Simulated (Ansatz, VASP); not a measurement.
# Two plane-wave programs on Cd2S

```
Cd S
1.0
     5.93281    0.00000    0.00000
     0.00000    5.93281    0.00000
     0.00000    0.00000    5.93281
Cd S
4 2
Direct
  0.25000 0.25000 0.25000
  0.25000 0.75000 0.75000
  0.75000 0.75000 0.25000
  0.75000 0.25000 0.75000
  0.00000 0.00000 0.00000
  0.50000 0.50000 0.50000
```

Change from the starting cell: species swapped into the Au2S type (Pn-3m, No. 224).

Alike in both runs: functional PBE; k mesh 6 × 6 × 6; occupations gaussian, width 0.1 eV; no spin polarisation.

Ansatz relaxed the structure, and its values are those at the end. VASP's run is a single point on that final structure, the one shown.

|  | VASP | Ansatz |
| --- | --- | --- |
| version | VASP 6.6.1 | Ansatz 0.2.0 |
| potentials or method | VASP PAW PBE potentials, release 64 (Cd, S), cutoff 520 eV | scalar-relativistic, plane waves, PAW |
| valence electrons in the cell | 60 | 92 |

VASP gave:

| Property | Result |
| --- | --- |
| gap on the k mesh at the Fermi level (eV) | none |
| pressure (GPa) | 0.2 |

Q: Which values does Ansatz return?

A: gap on the k mesh at the Fermi level (eV): none; pressure (GPa): 0.0.

A gap of «none» marks a metal or a gap that the smearing closes. With one functional, cell and mesh, what is left measures potentials, basis and numerics. VASP's potentials hold 60 valence electrons a cell and Ansatz's 92, so a difference there can come from the potentials and not from the codes.
